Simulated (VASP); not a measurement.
# CuSi12O24 (a cell with a defect) in VASP: notebook

The runs below take CuSi12O24 (a cell with a defect) through single point, relaxation of the atoms, with LDA.

Program: VASP 6.6.1. These are calculated values, not measurements. Logs are shortened: lines on timing, memory, paths and dates and some standing lists are left out, and cuts for length are marked.

**1. The cell of the first run**

The cell holds a defect, 37 atoms: a = 7.347 Å, b = 7.347 Å, c = 9.902 Å, α = 70.31°, β = 70.31°, γ = 71.41°.

**2. Single point, LDA**

INCAR

```
ALGO = Normal
EDIFF = 1E-6
ENCUT = 520
ISIF = 2
ISMEAR = -1
LASPH = T
LCHARG = F
LREAL = Auto
LWAVE = F
NBANDS = 126
NELECT = 202.0
NELM = 100
PREC = Accurate
SIGMA = 0.02
```

KPOINTS

```
k-points
0
Gamma
  1 1 1
```

POSCAR

```
CuSi12O24
1.0
   -2.4754500000      4.2876050000      5.4285000000
    4.9509000000      0.0000000000      5.4285000000
    4.9509000000      8.5752100000      0.0000000000
Si O Cu
12 24 1
Direct
    0.1086428587      0.5655239596      0.9527515447
    0.4061396296      0.9416138766      0.0313402972
    0.0010542427      0.0006764207      0.2637253320
    0.0913648035      0.5743916628      0.4529617096
    0.3955471111      0.9458327274      0.5243108846
   -0.0007909001     -0.0053344966      0.7584869701
    0.6050977605      0.0738603428      0.1966818271
    0.9020394964      0.4325288636      0.2820319849
    0.5003130386      0.5001017063      0.5028951232
    0.5909993878      0.0771418536      0.6996139623
    0.9244624666      0.4151203706      0.7897806438
    0.5082387767      0.5016274483      0.0243120049
    0.3281789249      0.4728639967      0.9805597767
    0.1836037720      0.0284889357      0.1179165667
    0.9413121734      0.5272295468      0.1059574391
    0.5867696795      0.3118324909      0.1460336227
    0.9259992082      0.1963985960      0.3243744952
    0.5694846021      1.0015940077      0.0734082773
    0.3132441161      0.4716533831      0.4723063350
    0.1706595601      0.0303680462      0.6050563070
    0.9387161173      0.5238294979      0.6162484410
    0.5719968976      0.3152171615      0.6335442418
    0.9381992783      0.1832770145      0.8260718318
    0.5542638317      0.9896722701      0.5831842808
    0.8216660201      0.9647919464      0.2234766326
    0.6761563482      0.5340010040      0.3561111212
    0.4343759922      0.0247467291      0.3488309703
    0.0681601574      0.8107851351      0.3929325709
    0.4364724294      0.6985893839      0.5686286211
    0.0549447767      0.4814529245      0.3421058051
    0.8096430317      0.9713226614      0.7242642418
    0.6936090445      0.5197997534      0.8699506877
    0.4276034108      0.0306208732      0.8551024809
    0.0840194562      0.7997169364      0.8754271084
    0.4465805606      0.7019464920      0.0744659527
    0.0855118402      0.4571687865      0.8437216884
    0.5707807985      0.6170058911      0.7150435194
```

Potentials or basis: VASP PAW LDA potentials, release 64 (Si, O, Cu).

On the command line:

```
$ cat potpaw_LDA.64/Si/POTCAR potpaw_LDA.64/O/POTCAR potpaw_LDA.64/Cu/POTCAR > POTCAR
$ mpirun -np 1 vasp_gam > vasp.out
```

OUTCAR:

```text
EDIFF = 1E-6
   ENCUT = 520
   ISIF = 2
   ISMEAR = -1
   LASPH = T
   LREAL = Auto
   NELECT = 202.0
   NELM = 100
   PREC = Accurate

 ion  position               nearest neighbor table
   1  0.109  0.566  0.953-  15 1.60  34 1.61  13 1.62  36 1.62  11 3.05   8 3.06   6 3.10  12 3.10

   2  0.406  0.942  0.031-  14 1.60  18 1.61  33 1.62  35 1.62  10 3.05   7 3.06   3 3.09  12 3.10

   3  0.001  0.001  0.264-  17 1.61  14 1.61  28 1.62  25 1.62   7 3.04   4 3.05   8 3.08   2 3.09

   4  0.091  0.574  0.453-  30 1.60  28 1.61  19 1.61  21 1.63   3 3.05   9 3.06  11 3.09   8 3.10

   5  0.396  0.946  0.524-  27 1.59  20 1.60  24 1.62  29 1.67  37 2.76   7 3.05   6 3.05  10 3.11

   6  0.999  0.995  0.758-  34 1.61  31 1.61  23 1.61  20 1.62   5 3.05  11 3.06  10 3.08   1 3.10

   7  0.605  0.074  0.197-  25 1.60  18 1.61  27 1.62  16 1.62  12 3.01   3 3.04   5 3.05   2 3.06

   8  0.902  0.433  0.282-  15 1.61  17 1.61  30 1.61  26 1.61   9 3.03   1 3.06   3 3.08   4 3.10

   9  0.500  0.500  0.503-  19 1.59  26 1.59  22 1.62  29 1.66  37 2.77   8 3.03   4 3.06  10 3.06

  10  0.591  0.077  0.700-  31 1.61  33 1.61  24 1.62  22 1.63   2 3.05   9 3.06   6 3.08   5 3.11

  11  0.924  0.415  0.790-  23 1.59  36 1.60  21 1.62  32 1.66  37 2.76   1 3.05   6 3.06   4 3.09

  12  0.508  0.502  0.024-  35 1.59  16 1.60  13 1.62  32 1.67  37 2.80   7 3.01   2 3.10   1 3.10

  13  0.328  0.473  0.981-  12 1.62   1 1.62
  14  0.184  0.028  0.118-   2 1.60   3 1.61
  15  0.941  0.527  0.106-   1 1.60   8 1.61
  16  0.587  0.312  0.146-  12 1.60   7 1.62
  17  0.926  0.196  0.324-   8 1.61   3 1.61
  18  0.569  0.002  0.073-   7 1.61   2 1.61
[... 8 lines left out ...]
  27  0.434  0.025  0.349-   5 1.59   7 1.62
  28  0.068  0.811  0.393-   4 1.61   3 1.62
  29  0.436  0.699  0.569-   9 1.66   5 1.67  37 1.85
  30  0.055  0.481  0.342-   4 1.60   8 1.61
  31  0.810  0.971  0.724-  10 1.61   6 1.61
  32  0.694  0.520  0.870-  11 1.66  12 1.67  37 1.86
  33  0.428  0.031  0.855-  10 1.61   2 1.62
  34  0.084  0.800  0.875-   6 1.61   1 1.61
  35  0.447  0.702  0.074-  12 1.59   2 1.62
  36  0.086  0.457  0.844-  11 1.60   1 1.62
  37  0.571  0.617  0.715-  29 1.85  32 1.86  11 2.76   5 2.76   9 2.77  12 2.80

  LATTYP: Found a base centered monoclinic cell.
 ALAT       =    11.9325545605
 B/A-ratio  =     0.7186399370
 C/A-ratio  =     0.8298139055
 COS(beta)  =    -0.4149069528

  Lattice vectors:

 A1 = (   2.4754500000,  -4.2876050000,  -5.4285000000)
 A2 = (  -4.9509000000,   0.0000000000,  -5.4285000000)
 A3 = (   4.9509000000,   8.5752100000,   0.0000000000)

Analysis of symmetry for initial positions (statically):
=====================================================================
 Subroutine PRICEL returns:
 Original cell was already a primitive cell.

 Routine SETGRP: Setting up the symmetry group for a
 base centered monoclinic supercell.

 Subroutine GETGRP returns: Found  1 space group operations
 (whereof  1 operations were pure point group operations)
 out of a pool of  4 trial point group operations.

The static configuration has the point symmetry C_1 .

Analysis of symmetry for dynamics (positions and initial velocities):
=====================================================================
 Subroutine PRICEL returns:
 Original cell was already a primitive cell.

 Routine SETGRP: Setting up the symmetry group for a
 base centered monoclinic supercell.

 Subroutine GETGRP returns: Found  1 space group operations
 (whereof  1 operations were pure point group operations)
 out of a pool of  4 trial point group operations.

The dynamic configuration has the point symmetry C_1 .

 Subroutine INISYM returns: Found  1 space group operations
 (whereof  1 operations are pure point group operations),
 and found     1 'primitive' translations

----------------------------------------------------------------------------------------

                                     Primitive cell

  volume of cell :     460.9340

  direct lattice vectors                    reciprocal lattice vectors
    -2.475450000  4.287605000  5.428500000    -0.100991739  0.058307610  0.092106475
     4.950900000  0.000000000  5.428500000     0.100991739 -0.058307610  0.092106475
     4.950900000  8.575210000  0.000000000     0.050495869  0.087461415 -0.046053238

  length of vectors
     7.347109744  7.347109844  9.901799703     0.148602528  0.148602528  0.110996543

  position of ions in fractional coordinates (direct lattice)
     0.108642859  0.565523960  0.952751545
     0.406139630  0.941613877  0.031340297
     0.001054243  0.000676421  0.263725332
     0.091364803  0.574391663  0.452961710
     0.395547111  0.945832727  0.524310885
     0.999209100  0.994665503  0.758486970
[... 29 lines left out ...]
     0.085511840  0.457168786  0.843721688
     0.570780799  0.617005891  0.715043519

  ion indices of the primitive-cell ions
   primitive index   ion index
                 1           1
                 2           2
                 3           3
                 4           4
                 5           5
                 6           6
[... 29 lines left out ...]
                36          36
                37          37

----------------------------------------------------------------------------------------

 KPOINTS: k-points

Automatic generation of k-mesh.
 Grid dimensions read from file:
 generate k-points for:    1    1    1

 Generating k-lattice:

  Cartesian coordinates                     Fractional coordinates (reciprocal lattice)
    -0.100991739  0.058307610  0.092106475     1.000000000  0.000000000  0.000000000
     0.100991739 -0.058307610  0.092106475     0.000000000  1.000000000  0.000000000
     0.050495869  0.087461415 -0.046053238     0.000000000  0.000000000  1.000000000

  Length of vectors
     0.148602528  0.148602528  0.110996543

  Shift w.r.t. Gamma in fractional coordinates (k-lattice)
     0.000000000  0.000000000  0.000000000

 Subroutine IBZKPT returns following result:
 ===========================================

 Found      1 irreducible k-points:

 Following reciprocal coordinates:
            Coordinates               Weight
  0.000000  0.000000  0.000000      1.000000
   k-points           NKPTS =      1   k-points in BZ     NKDIM =      1   number of bands    NBANDS=    126
   number of dos      NEDOS =    301   number of ions     NIONS =     37
   total plane-waves  NPLWV = 250880
   dimension x,y,z NGX =    56 NGY =   56 NGZ =   80
   dimension x,y,z NGXF=   112 NGYF=  112 NGZF=  160
   ions per type =              12  24   1
   NGX,Y,Z   is equivalent  to a cutoff of  12.67, 12.67, 13.43 a.u.
   NGXF,Y,Z  is equivalent  to a cutoff of  25.34, 25.34, 26.86 a.u.
 SYSTEM =  unknown system
   PREC   = accura    normal or accurate (medium, high low for compatibility)
   ISTART =      0    job   : 0-new  1-cont  2-samecut
   ICHARG =      2    charge: 1-file 2-atom 10-const
   ISPIN  =      1    spin polarized calculation?
   LNONCOLLINEAR =      F non collinear calculations
   LSORBIT =      F    spin-orbit coupling
   LASPH  =      T    aspherical Exc in radial PAW
   ENCUT  =  520.0 eV  38.22 Ry    6.18 a.u.  13.66 13.66 18.41*2*pi/ulx,y,z
   NELM   =    100;   NELMIN=  2; NELMDL= -5     # of ELM steps
   EDIFF  = 0.1E-05   stopping-criterion for ELM
   LREAL  =      T    real-space projection
   EDIFFG = 0.1E-04   stopping-criterion for IOM
   NSW    =      0    number of steps for IOM
   IBRION =     -1    ionic relax: 0-MD 1-quasi-New 2-CG
   NFREE  =      0    steps in history (QN), initial steepest desc. (CG)
   ISIF   =      2    stress and relaxation
   ISYM   =      2    0-nonsym 1-usesym 2-fastsym
   POTIM  = 0.5000    time-step for ionic-motion
   TEBEG  =    0.0;   TEEND  =   0.0 temperature during run
   PSTRESS=    0.0 pullay stress
   NELECT =     202.0000    total number of electrons
   NUPDOWN=      -1.0000    fix difference up-down
   EMIN   =  10.00;   EMAX   =-10.00  energy-range for DOS
   EFERMI =   0.00;   METHOD = LEGACY
   ISMEAR =    -1;   SIGMA  =   0.02  broadening in eV -4-tet -1-fermi 0-gaus
   EFERMI_NEDOS =   21; number of points for ismear=-14 and -15
   IALGO  =     38    algorithm
   IMIX   =      4    mixing-type and parameters
     AMIX     =   0.40;   BMIX     =  1.00
     AMIX_MAG =   1.60;   BMIX_MAG =  1.00
  volume/ion in A,a.u.               =      12.46        84.07
  Fermi-wavevector in a.u.,A,eV,Ry     =   1.243500  2.349874 21.038575  1.546292
  Thomas-Fermi vector in A             =   2.377808
   LORBIT       =      0    0 simple, 1 ext, 2 COOP (PROOUT), +10 PAW based schemes
   GGA     = CA    functional components
   LHFCALC =     F    Hartree Fock is set to
   AEXX    =    0.0000 exact exchange contribution
   IVDW    =     0    specifies the selected vdW correction
   LEPSILON=     F    determine dielectric tensor
   LRPA    =     F    only Hartree local field effects (RPA)
 non-spin polarized calculation
  energy-cutoff  :      520.00
  volume of cell :      460.93
 maximum number of plane-waves:      6226
 NGX is ok and might be reduce to    54
   NGX = 27   NGY = 27   NGZ = 37

 number of electron     201.9999986 magnetization

 Free energy of the ion-electron system (eV)
  ---------------------------------------------------
  ext. energy  EPLUGINS =         0.00000000
  ---------------------------------------------------
  free energy    TOTEN  =      -318.37475085 eV

  energy without entropy =     -318.37475085  energy(sigma->0) =     -318.37475085

 E-fermi :   3.5883     XC(G=0):  -9.8837

 val. band max:        3.0930332003   @ k =   0.0000   0.0000   0.0000
 cond. band min:       6.3866446613   @ k =   0.0000   0.0000   0.0000
 fundamental gap:      3.2936114609
 Fermi energy:         3.5882863776

 k-point     1 :       0.0000    0.0000    0.0000
  band No.  band energies     occupation
      1     -18.3479      2.00000
      2     -18.0111      2.00000
      3     -17.5774      2.00000
      4     -17.5565      2.00000
      5     -17.4086      2.00000
      6     -17.2376      2.00000
[... 105 lines left out ...]
    112      10.1712      0.00000
    113      10.2262      0.00000
 [bands above 113 left out]

------------------------ aborting loop because EDIFF is reached ----------------------------------------

  FORCE on cell =-STRESS in cart. coord.  units (eV):
  Direction    XX          YY          ZZ          XY          YZ          ZX
  --------------------------------------------------------------------------------------
  -------------------------------------------------------------------------------------
  Total       -9.8506376     -8.2923999     -9.8004443      0.2823125     -0.6999962     -0.8885938
  in kB      -34.2401903    -28.8238549    -34.0657214      0.9813004     -2.4331422     -3.0886954
  external PRESSURE =     -32.3765889 kB  Pullay stress =       0.0000000 kB

 VOLUME and BASIS-vectors are now :
 -----------------------------------------------------------------------------
  energy-cutoff  :      520.00
  volume of cell :      460.93
      direct lattice vectors                 reciprocal lattice vectors
    -2.475450000  4.287605000  5.428500000    -0.100991739  0.058307610  0.092106475
     4.950900000  0.000000000  5.428500000     0.100991739 -0.058307610  0.092106475
     4.950900000  8.575210000  0.000000000     0.050495869  0.087461415 -0.046053238

 POSITION                                       TOTAL-FORCE (eV/Angst)
 -----------------------------------------------------------------------------------
      7.24789      8.63586      3.65971        -0.006049      0.001050      0.006278
      3.81162      2.01012      7.31628         0.000387     -0.030090     -0.009204
      1.30642      2.26602      0.00939         0.002093      0.014639     -0.003832
      4.86015      4.27598      3.61406        -0.021460      0.026505     -0.011105
      6.29938      6.19203      7.28168        -0.018812     -0.045580     -0.038473
      6.20619     10.78840     10.82375         0.014588      0.034235     -0.002610
[... 29 lines left out ...]
      6.22890      7.60173      2.94594         0.022797      0.015878      0.002913
      5.18190      8.57893      6.44790        -0.012426      0.025816     -0.000105
 -----------------------------------------------------------------------------------
    total drift:                                0.021330     -0.007527      0.003656

  FREE ENERGIE OF THE ION-ELECTRON SYSTEM (eV)
  ---------------------------------------------------
  free  energy   TOTEN  =      -318.3747508468 eV

  energy  without entropy=     -318.3747508468  energy(sigma->0) =     -318.37475085
```

It took 2.2 min on 1 thread of Intel Xeon Platinum 8488C (Sapphire Rapids), shared host; peak memory 0.4 GiB.

Results:

| Item | Value |
| --- | --- |
| Free energy | -318.3748 eV |
| Largest force | 0.100 eV/Å |

Forces on the atoms (eV/Å):
```
Si  -0.006  0.001  0.006
Si   0.000 -0.030 -0.009
Si   0.002  0.015 -0.004
Si  -0.021  0.027 -0.011
Si  -0.019 -0.046 -0.038
Si   0.015  0.034 -0.003
Si  -0.030  0.010 -0.026
Si   0.018 -0.027  0.009
Si   0.028 -0.017  0.023
Si  -0.026  0.003  0.007
Si   0.006  0.000 -0.007
Si   0.001  0.025  0.018
O   -0.055  0.018  0.010
O    0.019  0.013  0.012
O   -0.006 -0.026 -0.013
O   -0.012 -0.009 -0.004
O    0.000  0.017 -0.009
O    0.019 -0.014  0.013
O   -0.012 -0.024 -0.028
O    0.025  0.009  0.017
O    0.002 -0.070 -0.011
O    0.008  0.047  0.004
O    0.011  0.001 -0.024
O    0.022  0.008  0.002
O   -0.018  0.016  0.011
O    0.006  0.004  0.026
O   -0.001 -0.047  0.022
O    0.002 -0.003  0.012
O    0.007 -0.059 -0.006
O    0.018 -0.001  0.001
O   -0.033 -0.022 -0.015
O    0.015  0.099  0.000
O    0.004 -0.031 -0.009
O   -0.011  0.013  0.007
O    0.013  0.023  0.016
O    0.023  0.016  0.003
Cu  -0.012  0.026  0.000
```

Levels at points of the mesh, in eV from the Fermi level:
| k point | band 97 | band 98 | band 99 | band 100 | band 101 | band 102 | band 103 | band 104 | band 105 | band 106 |
| --- | --- | --- | --- | --- | --- | --- | --- | --- | --- | --- |
| (0.00, 0.00, 0.00) | -1.18 | -1.16 | -1.02 | -0.93 | -0.50 | 2.80 | 4.85 | 5.08 | 5.60 | 5.74 |

Caveat: the k points lie up to 0.93 Å⁻¹ apart; the cell carries a net charge on a neutralising background, which shifts energy and pressure; the cell is charged against a uniform background, so pressure and absolute levels hang on convention.

[end of part 1 of 3]
